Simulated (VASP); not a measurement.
# Rb in VASP: a series of runs, part 2 of 2

VASP 6.6.1. The steps go on from the part before.

### 3 Single point, PBEsol, collinear spin, ferromagnetic start

This run uses another cell than the first one, of 374.74 Å³/atom, 1.025 times its volume.

INCAR reads:

```
  PREC = Accurate
  ENCUT = 520
  EDIFF = 1E-6
  ISMEAR = 0
  SIGMA = 0.05
  LREAL = False
  LASPH = True
  NELM = 150
  ALGO = Fast
  ISIF = 2
  LWAVE = False
  LCHARG = False
  ISPIN = 2
  MAGMOM = 0.5
  LORBIT = 11
  GGA = PS
  NBANDS = 14
```

KPOINTS reads:

```
Automatic mesh
0
Gamma
  1 1 15
```

POSCAR reads:

```
Rb
1.0
    9.0000000000      0.0000000000      0.0000000000
    0.0000000000      9.3000000000      0.0000000000
    0.0000000000      0.0000000000      4.4772361507
Rb
1
Direct
    0.5000000000      0.5000000000      0.0000000000
```

Potentials or basis: VASP PAW PBE potentials, release 64 (Rb_sv).

Launch:

```bash
$ cat potpaw_PBE.64/Rb_sv/POTCAR > POTCAR
$ mpirun -np 1 vasp_std > vasp.out
```

Wall time 2.2 min (1 thread of Intel Xeon Platinum 8488C (Sapphire Rapids), shared host); peak memory 0.55 GiB.

Results (log left out):

| Property | Result |
| --- | --- |
| Free energy | -0.6480 eV |
| Net moment | 0.00 μB per cell |
| Valence electrons inside the program's atomic spheres | Rb 7.29 |

Levels at points of the mesh, in eV from the Fermi level:
Spin up:
```csv
k point,band 2,band 3,band 4,band 5,band 6,band 7
"(0.00, 0.00, 0.00)",-13.44,-13.44,-13.33,-0.67,1.58,1.64
```
Spin down:
| k point | band 1 | band 2 | band 3 | band 4 | band 5 | band 6 | band 7 | band 8 | band 9 |
| --- | --- | --- | --- | --- | --- | --- | --- | --- | --- |
| (0.00, 0.00, 0.00) | -29.34 | -13.44 | -13.44 | -13.33 | -0.67 | 1.58 | 1.64 | 1.66 | 1.81 |

Caveat: the PAW data sets were made with another functional, which shifts forces and pressure a little.

### 4 Single point, PBEsol, collinear spin, ferromagnetic start

This run uses another cell than the first one: it holds 2 atoms, not 1.

INCAR reads:

```
SYSTEM = Rb
  PREC = Accurate
  ENCUT = 520
  EDIFF = 1E-7
  ISMEAR = 0
  SIGMA = 0.05
  LREAL = .False.
  LASPH = .True.
  NELM = 150
  ALGO = Fast
  ISIF = 2
  LWAVE = .False.
  LCHARG = .False.
  ISPIN = 2
  MAGMOM = 0.5 0.5
  LORBIT = 11
  GGA = PS
  NBANDS = 20
```

KPOINTS reads:

```
Automatic mesh
0
Gamma
  1 1 8
  0 0 0
```

POSCAR reads:

```
Rb
1.0
    9.0000000000      0.0000000000      0.0000000000
    0.0000000000      9.3000000000      0.0000000000
    0.0000000000      0.0000000000      8.7373302988
Rb
2
Direct
    0.5000000000      0.5000000000      0.0000000000
    0.5000000000      0.5000000000      0.4650000000
```

Launch:

```bash
$ cat potpaw_PBE.64/Rb_sv/POTCAR > POTCAR
$ mpirun -np 1 vasp_std > vasp.out
```

Wall time 7.1 min (1 thread of Intel Xeon Platinum 8488C (Sapphire Rapids), shared host); peak memory 0.93 GiB.

It converged, with:

```
Free energy                                           : -1.2670 eV
Largest force                                         : 0.157 eV/Å
Net moment                                            : 0.00 μB per cell
Valence electrons inside the program's atomic spheres : Rb 7.29
```

Forces in eV/Å, atoms in the order of the input:
```
Rb   0.000  0.000 -0.157
Rb   0.000  0.000  0.157
```

Levels at points of the mesh, in eV from the Fermi level:
Spin up:
```tsv
k point	band 7	band 8	band 9	band 10	band 11	band 12
(0.00, 0.00, 0.00)	-13.37	-13.27	-0.65	1.53	1.60	1.62
(0.00, 0.00, 0.50)	-13.38	-13.32	-0.04	0.04	1.78	1.84
```
Spin down:
```csv
k point,band 7,band 8,band 9,band 10,band 11,band 12
"(0.00, 0.00, 0.00)",-13.37,-13.27,-0.65,1.54,1.60,1.62
"(0.00, 0.00, 0.50)",-13.38,-13.32,-0.05,0.05,1.77,1.83
```

Caveat: the PAW data sets were made with another functional, which shifts forces and pressure a little.

### 5 Single point, PBEsol, collinear spin, ferromagnetic start

This run uses another cell than the first one: it holds 2 atoms, not 1.

INCAR reads:

```
ALGO = Normal
EDIFF = 1E-6
ENCUT = 520
GGA = PS
ISIF = 2
ISMEAR = 0
ISPIN = 2
LASPH = T
LCHARG = F
LORBIT = 11
LREAL = F
LWAVE = F
MAGMOM = 0.5 0.5
NBANDS = 20
NELM = 150
PREC = Accurate
SIGMA = 0.05
```

KPOINTS reads:

```
k-points
0
Gamma
  1 1 8
```

POSCAR reads:

```
Rb
1.0
    9.0000000000      0.0000000000      0.0000000000
    0.0000000000      9.3000000000      0.0000000000
    0.0000000000      0.0000000000      8.9731324084
Rb
2
Direct
    0.5000000000      0.5000000000     -0.0175326800
    0.5000000000      0.5000000000      0.4825326800
```

Potentials or basis: VASP PAW PBE potentials, release 64 (Rb_sv).

Launch:

```bash
$ cat potpaw_PBE.64/Rb_sv/POTCAR > POTCAR
$ mpirun -np 1 vasp_std > vasp.out
```

OUTCAR:

```text
EDIFF = 1E-6
   ENCUT = 520
   GGA = PS
   ISIF = 2
   ISMEAR = 0
   ISPIN = 2
   LASPH = T
   LORBIT = 11
   LREAL = F
   NELM = 150
   PREC = Accurate

 ion  position               nearest neighbor table
   1  0.500  0.500  0.982-   2 4.49   2 4.49
   2  0.500  0.500  0.483-   1 4.49   1 4.49

  LATTYP: Found a simple orthorhombic cell.
 ALAT       =     8.9731324084
[... 430 lines left out ...]
  in kB       -1.6757234     -1.3782363      0.0182484      0.0000000      0.0000000      0.0000000
  external PRESSURE =      -1.0119038 kB  Pullay stress =       0.0000000 kB

 VOLUME and BASIS-vectors are now :
 -----------------------------------------------------------------------------
  energy-cutoff  :      520.00
  volume of cell :      751.05
      direct lattice vectors                 reciprocal lattice vectors
     9.000000000  0.000000000  0.000000000     0.111111111  0.000000000  0.000000000
     0.000000000  9.300000000  0.000000000     0.000000000  0.107526882  0.000000000
     0.000000000  0.000000000  8.973132408     0.000000000  0.000000000  0.111443803

 POSITION                                       TOTAL-FORCE (eV/Angst)
 -----------------------------------------------------------------------------------
      4.50000      4.65000      8.81581         0.000000      0.000000      0.000165
      4.50000      4.65000      4.32983         0.000000      0.000000     -0.000165
 -----------------------------------------------------------------------------------
    total drift:                                0.000000      0.000000     -0.000000

  FREE ENERGIE OF THE ION-ELECTRON SYSTEM (eV)
  ---------------------------------------------------
  free  energy   TOTEN  =        -1.2941784052 eV

  energy  without entropy=       -1.2880870389  energy(sigma->0) =       -1.29113272

 total charge

# of ion       s       p       d       tot
------------------------------------------
    1        1.969   5.315   0.003   7.287
    2        1.969   5.315   0.003   7.287
--------------------------------------------------
tot          3.938  10.630   0.005  14.573

 magnetization (x)

# of ion       s       p       d       tot
------------------------------------------
    1        0.002   0.000   0.000   0.002
    2        0.002   0.000   0.000   0.002
--------------------------------------------------
tot          0.004   0.001   0.000   0.005
```

stdout:

```text
POSCAR found type information on POSCAR Rb
 POSCAR found :  1 types and       2 ions
 scaLAPACK will be used
 -----------------------------------------------------------------------------
|                                                                             |
|                                                                             |
|     You enforced a specific xc type in the INCAR file but a different       |
|     I HOPE YOU KNOW WHAT YOU ARE DOING!                                     |
|                                                                             |
 -----------------------------------------------------------------------------

 LDA part: xc-table for (Slater+PW92), standard interpolation
 POSCAR, INCAR and KPOINTS ok, starting setup
 FFT: planning ... GRIDC
 FFT: planning ... GRID_SOFT
 FFT: planning ... GRID
 WAVECAR not read
 entering main loop
```

Wall time 6.6 min (1 thread of Intel Xeon Platinum 8488C (Sapphire Rapids), shared host); peak memory 0.92 GiB.

What came out:

| Item | Value |
| --- | --- |
| Free energy | -1.2942 eV |
| Net moment | 0.10 μB per cell |
| Valence electrons inside the program's atomic spheres | Rb 7.29 |

Levels at points of the mesh, in eV from the Fermi level:
Spin up:
```
           k point  band 7  band 8  band 9  band 10  band 11  band 12
(0.00, 0.00, 0.00)  -13.37  -13.28   -0.63     1.48     1.54     1.62
(0.00, 0.00, 0.50)  -13.35  -13.35   -0.02    -0.02     1.84     1.84
```
Spin down:
```tsv
k point	band 7	band 8	band 9	band 10	band 11	band 12
(0.00, 0.00, 0.00)	-13.36	-13.27	-0.59	1.53	1.56	1.65
(0.00, 0.00, 0.50)	-13.35	-13.35	0.02	0.02	1.88	1.88
```

Caveat: the PAW data sets were made with another functional, which shifts forces and pressure a little.

### 6 Overview

```tsv
cell	k mesh	gap on the mesh (eV)	moment (μB)
a = 9.000, b = 9.300, c = 4.369 Å, 1 atom	1 × 1 × 15	none	0.00
a = 9.000, b = 9.300, c = 4.477 Å, 1 atom	1 × 1 × 15	none	0.00
a = 9.000, b = 9.300, c = 8.737 Å, 2 atoms	1 × 1 × 8	-	0.00
a = 9.000, b = 9.300, c = 8.973 Å, 2 atoms	1 × 1 × 8	none	0.10
```

Alike in all rows: task single point; level PBEsol; potentials or basis VASP PAW PBE potentials, release 64 (Rb_sv); spin collinear, ferromagnetic start; cutoff (eV) 520; smearing gaussian 0.05 eV.

Caveats: the PAW data sets were made with another functional, which shifts forces and pressure a little.

Absolute energies hang on the potentials; compare differences alone.
